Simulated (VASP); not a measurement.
# TaN (P-6m2) in VASP: notebook

The runs below take TaN through single point, with LDA.

Program: VASP 6.6.1. These are calculated values, not measurements. Logs are shortened: lines on timing, memory, paths and dates and some standing lists are left out, and cuts for length are marked.

**1. The cell of the first run**

Symmetry: P-6m2, No. 187, hexagonal system. Conventional cell: a = 2.918 Å, b = 2.918 Å, c = 2.864 Å, α = 90.00°, β = 90.00°, γ = 120.00°. Ta (site symmetry -6m2) has 6 N at 2.21 Å and 2 Ta at 2.86 Å within 2.9 Å. Within 2.9 Å of N (site symmetry -6m2) lie 6 Ta at 2.21 Å and 2 N at 2.86 Å.

**2. Single point, LDA**

Contents of INCAR:

```
ALGO     = Normal         # electronic algorithm
EDIFF    = 1E-7           # SCF threshold, eV
ENCUT    = 520            # plane-wave cutoff, eV
ISIF     = 2              # what is computed and relaxed
ISMEAR   = -1             # smearing method
LASPH    = True           # aspherical terms in the spheres
LCHARG   = False          # write CHGCAR
LREAL    = False          # projectors in reciprocal space
LWAVE    = False          # write WAVECAR
NBANDS   = 15             # bands
NELM     = 60             # most SCF steps
PREC     = Accurate       # precision mode
SIGMA    = 0.05           # smearing width, eV
```

Contents of KPOINTS:

```
k-points
0
Gamma
  10 10 9
```

Contents of POSCAR:

```
TaN
1.0
    2.9182812851      0.0000000000      0.0000000000
   -1.4591406425      2.5273057282      0.0000000000
    0.0000000000      0.0000000000      2.8636504237
Ta N
1 1
Direct
    0.0000000000      0.0000000000      0.5000000000
    0.6666666667      0.3333333333      0.0000000000
```

Potentials or basis: VASP PAW LDA potentials, release 64 (Ta_pv, N).

On the command line:

```
$ cat potpaw_LDA.64/Ta_pv/POTCAR potpaw_LDA.64/N/POTCAR > POTCAR
$ mpirun -np 1 vasp_std > vasp.out
```

OUTCAR:

```text
EDIFF = 1E-7
   ENCUT = 520
   ISIF = 2
   ISMEAR = -1
   LASPH = True
   LREAL = False
   NELM = 60
   PREC = Accurate

 ion  position               nearest neighbor table
   1  0.000  0.000  0.500-   2 2.21   2 2.21   2 2.21   2 2.21   2 2.21   2 2.21
   2  0.667  0.333  0.000-   1 2.21   1 2.21   1 2.21   1 2.21   1 2.21   1 2.21

  LATTYP: Found a hexagonal cell.
 ALAT       =     2.9182812851
 C/A-ratio  =     0.9812797822

  Lattice vectors:

 A1 = (   2.9182812851,   0.0000000000,   0.0000000000)
 A2 = (  -1.4591406425,   2.5273057282,   0.0000000000)
 A3 = (   0.0000000000,   0.0000000000,   2.8636504237)

Analysis of symmetry for initial positions (statically):
=====================================================================
 Subroutine PRICEL returns:
 Original cell was already a primitive cell.

 Routine SETGRP: Setting up the symmetry group for a
 hexagonal supercell.

 Subroutine GETGRP returns: Found 12 space group operations
 (whereof 12 operations were pure point group operations)
 out of a pool of 24 trial point group operations.

The static configuration has the point symmetry D_3h.

Analysis of symmetry for dynamics (positions and initial velocities):
=====================================================================
 Subroutine PRICEL returns:
 Original cell was already a primitive cell.

 Routine SETGRP: Setting up the symmetry group for a
 hexagonal supercell.

 Subroutine GETGRP returns: Found 12 space group operations
 (whereof 12 operations were pure point group operations)
 out of a pool of 24 trial point group operations.

The dynamic configuration has the point symmetry D_3h.

 Subroutine INISYM returns: Found 12 space group operations
 (whereof 12 operations are pure point group operations),
 and found     1 'primitive' translations

----------------------------------------------------------------------------------------

                                     Primitive cell

  volume of cell :      21.1205

  direct lattice vectors                    reciprocal lattice vectors
     2.918281285  0.000000000  0.000000000     0.342667448  0.197839143  0.000000000
    -1.459140642  2.527305728  0.000000000     0.000000000  0.395678287  0.000000000
     0.000000000  0.000000000  2.863650424     0.000000000  0.000000000  0.349204635

  length of vectors
     2.918281285  2.918281285  2.863650424     0.395678286  0.395678287  0.349204635

  position of ions in fractional coordinates (direct lattice)
     0.000000000  0.000000000  0.500000000
     0.666666667  0.333333333  0.000000000

  ion indices of the primitive-cell ions
   primitive index   ion index
                 1           1
                 2           2

----------------------------------------------------------------------------------------

 KPOINTS: k-points

Automatic generation of k-mesh.
 Grid dimensions read from file:
 generate k-points for:   10   10    9

 Generating k-lattice:

  Cartesian coordinates                     Fractional coordinates (reciprocal lattice)
     0.034266745  0.019783914  0.000000000     0.100000000  0.000000000  0.000000000
     0.000000000  0.039567829  0.000000000     0.000000000  0.100000000  0.000000000
     0.000000000  0.000000000  0.038800515     0.000000000  0.000000000  0.111111111

  Length of vectors
     0.039567829  0.039567829  0.038800515

  Shift w.r.t. Gamma in fractional coordinates (k-lattice)
     0.000000000  0.000000000  0.000000000

 Subroutine IBZKPT returns following result:
 ===========================================

 Found     70 irreducible k-points:

 Following reciprocal coordinates:
            Coordinates               Weight
  0.000000  0.000000  0.000000      1.000000
  0.100000  0.000000  0.000000      6.000000
  0.200000  0.000000  0.000000      6.000000
  0.300000 -0.000000  0.000000      6.000000
  0.400000 -0.000000  0.000000      6.000000
  0.500000  0.000000  0.000000      3.000000
[... 16 lines left out ...]
  0.300000  0.100000  0.111111     24.000000
  0.400000  0.100000  0.111111     24.000000
 [... further k-points ...]
   k-points           NKPTS =     70   k-points in BZ     NKDIM =     70   number of bands    NBANDS=     15
   number of dos      NEDOS =    301   number of ions     NIONS =      2
   total plane-waves  NPLWV =  13824
   dimension x,y,z NGX =    24 NGY =   24 NGZ =   24
   dimension x,y,z NGXF=    48 NGYF=   48 NGZF=   48
   ions per type =               1   1
   NGX,Y,Z   is equivalent  to a cutoff of  13.67, 13.67, 13.93 a.u.
   NGXF,Y,Z  is equivalent  to a cutoff of  27.34, 27.34, 27.87 a.u.
 SYSTEM =  unknown system
   PREC   = accura    normal or accurate (medium, high low for compatibility)
   ISTART =      0    job   : 0-new  1-cont  2-samecut
   ICHARG =      2    charge: 1-file 2-atom 10-const
   ISPIN  =      1    spin polarized calculation?
   LNONCOLLINEAR =      F non collinear calculations
   LSORBIT =      F    spin-orbit coupling
   LASPH  =      T    aspherical Exc in radial PAW
   ENCUT  =  520.0 eV  38.22 Ry    6.18 a.u.   5.43  5.43  5.32*2*pi/ulx,y,z
   NELM   =     60;   NELMIN=  2; NELMDL= -5     # of ELM steps
   EDIFF  = 0.1E-06   stopping-criterion for ELM
   LREAL  =      F    real-space projection
   EDIFFG = 0.1E-05   stopping-criterion for IOM
   NSW    =      0    number of steps for IOM
   IBRION =     -1    ionic relax: 0-MD 1-quasi-New 2-CG
   NFREE  =      0    steps in history (QN), initial steepest desc. (CG)
   ISIF   =      2    stress and relaxation
   ISYM   =      2    0-nonsym 1-usesym 2-fastsym
   POTIM  = 0.5000    time-step for ionic-motion
   TEBEG  =    0.0;   TEEND  =   0.0 temperature during run
   PSTRESS=    0.0 pullay stress
   NELECT =      16.0000    total number of electrons
   NUPDOWN=      -1.0000    fix difference up-down
   EMIN   =  10.00;   EMAX   =-10.00  energy-range for DOS
   EFERMI =   0.00;   METHOD = LEGACY
   ISMEAR =    -1;   SIGMA  =   0.05  broadening in eV -4-tet -1-fermi 0-gaus
   EFERMI_NEDOS =   21; number of points for ismear=-14 and -15
   IALGO  =     38    algorithm
   IMIX   =      4    mixing-type and parameters
     AMIX     =   0.40;   BMIX     =  1.00
     AMIX_MAG =   1.60;   BMIX_MAG =  1.00
  volume/ion in A,a.u.               =      10.56        71.26
  Fermi-wavevector in a.u.,A,eV,Ry     =   1.492381  2.820192 30.302929  2.227202
  Thomas-Fermi vector in A             =   2.604917
   LORBIT       =      0    0 simple, 1 ext, 2 COOP (PROOUT), +10 PAW based schemes
   GGA     = CA    functional components
   LHFCALC =     F    Hartree Fock is set to
   AEXX    =    0.0000 exact exchange contribution
   IVDW    =     0    specifies the selected vdW correction
   LEPSILON=     F    determine dielectric tensor
   LRPA    =     F    only Hartree local field effects (RPA)
 non-spin polarized calculation
  energy-cutoff  :      520.00
  volume of cell :       21.12
 maximum number of plane-waves:       587
 NGX is ok and might be reduce to    24
   NGX = 11   NGY = 11   NGZ = 11

 number of electron      16.0000000 magnetization

 Free energy of the ion-electron system (eV)
  ---------------------------------------------------
  ext. energy  EPLUGINS =         0.00000000
  ---------------------------------------------------
  free energy    TOTEN  =       -24.71767651 eV

  energy without entropy =      -24.71734531  energy(sigma->0) =      -24.71751091

 E-fermi :   8.3557     XC(G=0): -13.6915

 val. band max:        8.2240591716   @ k =   0.0000   0.0000   0.4444
 cond. band min:       8.5165417077   @ k =   0.0000   0.0000   0.3333
 fundamental gap:      0.2924825361
 Fermi energy:         8.3556947099

 k-point     1 :       0.0000    0.0000    0.0000
  band No.  band energies     occupation
      1     -26.2511      2.00000
      2     -25.9738      2.00000
      3     -25.9738      2.00000
      4      -9.3647      2.00000
      5       3.6916      2.00000
      6       3.6916      2.00000
      7       4.0316      2.00000
      8       5.4286      2.00000
      9      10.8465      0.00000
     10      11.9996      0.00000
     11      11.9996      0.00000
     12      12.3720      0.00000
     13      12.3720      0.00000
     14      20.7815      0.00000
     15      21.6621      0.00000

 k-point     2 :       0.1000    0.0000    0.0000
  band No.  band energies     occupation
      1     -26.2361      2.00000
      2     -26.0912      2.00000
      3     -25.9987      2.00000
      4      -9.1474      2.00000
      5       3.1016      2.00000
      6       3.8553      2.00000
      7       4.3285      2.00000
      8       5.1220      2.00000
      9      11.4900      0.00000
     10      11.6553      0.00000
     11      12.0328      0.00000
     12      12.2632      0.00000
     13      12.6495      0.00000
     14      20.7832      0.00000
     15      21.6062      0.00000

 k-point     3 :       0.2000    0.0000    0.0000
  band No.  band energies     occupation
      1     -26.3879      2.00000
      2     -26.1967      2.00000
      3     -26.0634      2.00000
      4      -8.5712      2.00000
      5       1.9819      2.00000
      6       4.2673      2.00000
      7       4.4304      2.00000
      8       4.9225      2.00000
      9      10.7480      0.00000
     10      11.9909      0.00000
     11      12.2180      0.00000
     12      13.1457      0.00000
     13      13.1828      0.00000
     14      20.7879      0.00000
     15      21.5879      0.00000
[... 343 lines left out ...]
 k-point    23 :       0.3000    0.1000    0.1111
  band No.  band energies     occupation
      1     -26.8572      2.00000
      2     -26.2326      2.00000
      3     -26.2229      2.00000
      4      -7.3317      2.00000
      5       0.6720      2.00000
      6       3.0029      2.00000
      7       4.2983      2.00000
      8       6.0331      2.00000
      9      10.2693      0.00000
     10      11.7032      0.00000
     11      13.0250      0.00000
     12      14.0432      0.00000
     13      16.3276      0.00000
     14      20.7896      0.00000
     15      21.6601      0.00000

 k-point    24 :       0.4000    0.1000    0.1111
  band No.  band energies     occupation
      1     -27.0256      2.00000
      2     -26.2800      2.00000
      3     -26.2008      2.00000
      4      -6.9374      2.00000
      5       0.2038      2.00000
      6       2.8578      2.00000
      7       4.1380      2.00000
      8       6.0233      2.00000
      9      10.9450      0.00000
     10      12.0140      0.00000
     11      13.0061      0.00000
     12      14.2492      0.00000
     13      17.6042      0.00000
     14      20.4190      0.00000
     15      20.8450      0.00000

 [... further k-points ...]
[... 5 lines left out ...]
  --------------------------------------------------------------------------------------
  -------------------------------------------------------------------------------------
  Total       -0.3252039     -0.3252039     -0.3979206     -0.0000000     -0.0000000      0.0000000
  in kB      -24.6695562    -24.6695562    -30.1857545     -0.0000000     -0.0000000      0.0000000
  external PRESSURE =     -26.5082889 kB  Pullay stress =       0.0000000 kB

 VOLUME and BASIS-vectors are now :
 -----------------------------------------------------------------------------
  energy-cutoff  :      520.00
  volume of cell :       21.12
      direct lattice vectors                 reciprocal lattice vectors
     2.918281285  0.000000000  0.000000000     0.342667448  0.197839143  0.000000000
    -1.459140642  2.527305728  0.000000000     0.000000000  0.395678287  0.000000000
     0.000000000  0.000000000  2.863650424     0.000000000  0.000000000  0.349204635

 POSITION                                       TOTAL-FORCE (eV/Angst)
 -----------------------------------------------------------------------------------
      0.00000      0.00000      1.43183         0.000000      0.000000      0.000000
      1.45914      0.84244      0.00000         0.000000      0.000000      0.000000
 -----------------------------------------------------------------------------------
    total drift:                               -0.000000      0.000000      0.000000

  FREE ENERGIE OF THE ION-ELECTRON SYSTEM (eV)
  ---------------------------------------------------
  free  energy   TOTEN  =       -24.7176765094 eV

  energy  without entropy=      -24.7173453092  energy(sigma->0) =      -24.71751091
```

It took 9.4 s on 1 thread of Intel Xeon Platinum 8375C at 2.90GHz (Ice Lake), shared host; peak memory 0.14 GiB.

What came out:

- Free energy: -24.7177 eV
- Pressure: -2.7 GPa
- Band gap on the k mesh: zero (band 8 reaches 8.52 eV, above the bottom of band 9 at 8.22 eV)

Levels at points of the mesh, in eV from the Fermi level:
```csv
k point,band 5,band 6,band 7,band 8,band 9,band 10,band 11,band 12
"(0.00, 0.00, 0.00)",-4.66,-4.66,-4.32,-2.93,2.49,3.64,3.64,4.02
"(0.50, 0.00, 0.00)",-8.38,-5.32,-3.59,-3.19,2.99,4.12,5.27,5.39
```

Caveat: spin-orbit coupling is left out, which moves the levels of the heavy elements.

**3. Single point, LDA**

This run uses another cell than the first one, of 11.21 Å³/atom, 1.061 times its volume.

Contents of INCAR:

```
ALGO = Normal
EDIFF = 1E-7
ENCUT = 520
ISIF = 2
ISMEAR = -1
LASPH = T
LCHARG = F
LREAL = F
LWAVE = F
NBANDS = 15
NELM = 60
PREC = Accurate
SIGMA = 0.05
```

KPOINTS is that of step 2.

Contents of POSCAR:

```
TaN
1.0
    2.9766623284      0.0000000000      0.0000000000
   -1.4883311642      2.5778651949      0.0000000000
    0.0000000000      0.0000000000      2.9209385612
Ta N
1 1
Direct
    0.0000000000      0.0000000000      0.5000000000
    0.6666666667      0.3333333333      0.0000000000
```

Potentials or basis: VASP PAW LDA potentials, release 64 (Ta_pv, N).

On the command line:

```
$ cat potpaw_LDA.64/Ta_pv/POTCAR potpaw_LDA.64/N/POTCAR > POTCAR
$ mpirun -np 1 vasp_std > vasp.out
```

OUTCAR:

```text
EDIFF = 1E-7
   ENCUT = 520
   ISIF = 2
   ISMEAR = -1
   LASPH = T
   LREAL = F
   NELM = 60
   PREC = Accurate

 ion  position               nearest neighbor table
   1  0.000  0.000  0.500-   2 2.26   2 2.26   2 2.26   2 2.26   2 2.26   2 2.26
   2  0.667  0.333  0.000-   1 2.26   1 2.26   1 2.26   1 2.26   1 2.26   1 2.26

  LATTYP: Found a hexagonal cell.
 ALAT       =     2.9766623284
 C/A-ratio  =     0.9812797822

  Lattice vectors:

 A1 = (   2.9766623284,   0.0000000000,   0.0000000000)
 A2 = (  -1.4883311642,   2.5778651949,   0.0000000000)
 A3 = (   0.0000000000,   0.0000000000,   2.9209385612)

Analysis of symmetry for initial positions (statically):
=====================================================================
 Subroutine PRICEL returns:
 Original cell was already a primitive cell.

 Routine SETGRP: Setting up the symmetry group for a
 hexagonal supercell.

 Subroutine GETGRP returns: Found 12 space group operations
 (whereof 12 operations were pure point group operations)
 out of a pool of 24 trial point group operations.

[... 166 lines left out ...]
 fundamental gap:      0.2719498988
 Fermi energy:         7.7245072626

 k-point     1 :       0.0000    0.0000    0.0000
  band No.  band energies     occupation
      1     -27.0521      2.00000
      2     -26.8039      2.00000
      3     -26.8039      2.00000
      4      -9.5461      2.00000
      5       3.3203      2.00000
      6       3.3203      2.00000
      7       3.6732      2.00000
      8       4.8695      2.00000
      9       9.7647      0.00000
     10      11.0955      0.00000
     11      11.0955      0.00000
     12      11.4003      0.00000
     13      11.4003      0.00000
     14      19.9321      0.00000
[... 401 lines left out ...]
      2     -27.0532      2.00000
      3     -27.0140      2.00000
      4      -7.3412      2.00000
      5      -0.0776      2.00000
      6       2.5047      2.00000
      7       3.6846      2.00000
      8       5.5319      2.00000
      9      10.1141      0.00000
     10      11.0959      0.00000
     11      11.9679      0.00000
     12      13.1764      0.00000
     13      16.3081      0.00000
     14      18.9799      0.00000
     15      19.9657      0.00000

 [... further k-points ...]
[... 5 lines left out ...]
  --------------------------------------------------------------------------------------
  -------------------------------------------------------------------------------------
  Total       -2.9389437     -2.9389437     -3.3374511      0.0000000      0.0000000      0.0000000
  in kB     -210.0823895   -210.0823895   -238.5686083      0.0000000      0.0000000      0.0000000
  external PRESSURE =    -219.5777958 kB  Pullay stress =       0.0000000 kB

 VOLUME and BASIS-vectors are now :
 -----------------------------------------------------------------------------
  energy-cutoff  :      520.00
  volume of cell :       22.41
      direct lattice vectors                 reciprocal lattice vectors
     2.976662328  0.000000000  0.000000000     0.335946738  0.193958940  0.000000000
    -1.488331164  2.577865195  0.000000000     0.000000000  0.387917879  0.000000000
     0.000000000  0.000000000  2.920938561     0.000000000  0.000000000  0.342355712

 POSITION                                       TOTAL-FORCE (eV/Angst)
 -----------------------------------------------------------------------------------
      0.00000      0.00000      1.46047         0.000000     -0.000000      0.000000
      1.48833      0.85929      0.00000        -0.000000      0.000000      0.000000
 -----------------------------------------------------------------------------------
    total drift:                               -0.000000      0.000000      0.000000

  FREE ENERGIE OF THE ION-ELECTRON SYSTEM (eV)
  ---------------------------------------------------
  free  energy   TOTEN  =       -24.6151564027 eV

  energy  without entropy=      -24.6147688910  energy(sigma->0) =      -24.61496265
```

OSZICAR:

```text
N       E                     dE             d eps       ncg     rms          rms(c)
DAV:   1     0.909250050017E+02    0.90925E+02   -0.87823E+03  2100   0.111E+03
DAV:   2    -0.243158766956E+02   -0.11524E+03   -0.10900E+03  2541   0.296E+02
DAV:   3    -0.271982002696E+02   -0.28823E+01   -0.28705E+01  2401   0.449E+01
DAV:   4    -0.272096077603E+02   -0.11407E-01   -0.11404E-01  2765   0.311E+00
DAV:   5    -0.272096776768E+02   -0.69917E-04   -0.69916E-04  2401   0.230E-01    0.217E+01
DAV:   6    -0.247800582293E+02    0.24296E+01   -0.43498E+00  2521   0.234E+01    0.906E+00
DAV:   7    -0.246595494049E+02    0.12051E+00   -0.59190E-01  2296   0.571E+00    0.629E+00
DAV:   8    -0.246221213882E+02    0.37428E-01   -0.19131E-01  2429   0.358E+00    0.128E+00
DAV:   9    -0.246154198254E+02    0.67016E-02   -0.15471E-02  2233   0.984E-01    0.189E-01
DAV:  10    -0.246152316331E+02    0.18819E-03   -0.75324E-04  2555   0.318E-01    0.118E-01
DAV:  11    -0.246151558946E+02    0.75738E-04   -0.10307E-04  2261   0.919E-02    0.184E-02
DAV:  12    -0.246151564701E+02   -0.57553E-06   -0.88074E-06  2331   0.238E-02    0.407E-03
DAV:  13    -0.246151564027E+02    0.67420E-07   -0.16281E-07  2469   0.325E-03
   1 F= -.24615156E+02 E0= -.24614963E+02  d E =-.387512E-03
```

It took 9 s on 1 thread of Intel Xeon Platinum 8375C at 2.90GHz (Ice Lake), shared host; peak memory 0.14 GiB.

Results:

| Item | Value |
| --- | --- |
| Free energy | -24.6152 eV |
| Pressure | -22.0 GPa |
| Band gap on the k mesh | zero (band 8 reaches 7.88 eV, above the bottom of band 9 at 7.61 eV) |

Levels at points of the mesh, in eV from the Fermi level:
```
           k point  band 4  band 5  band 6  band 7  band 8  band 9  band 10  band 11  band 12  band 13
(0.00, 0.00, 0.00)  -17.27   -4.40   -4.40   -4.05   -2.86    2.04     3.37     3.37     3.68     3.68
(0.50, 0.00, 0.00)  -15.07   -8.05   -5.02   -3.35   -3.09    2.75     3.77     4.93     4.95     7.15
```

Caveat: spin-orbit coupling is left out, which moves the levels of the heavy elements.
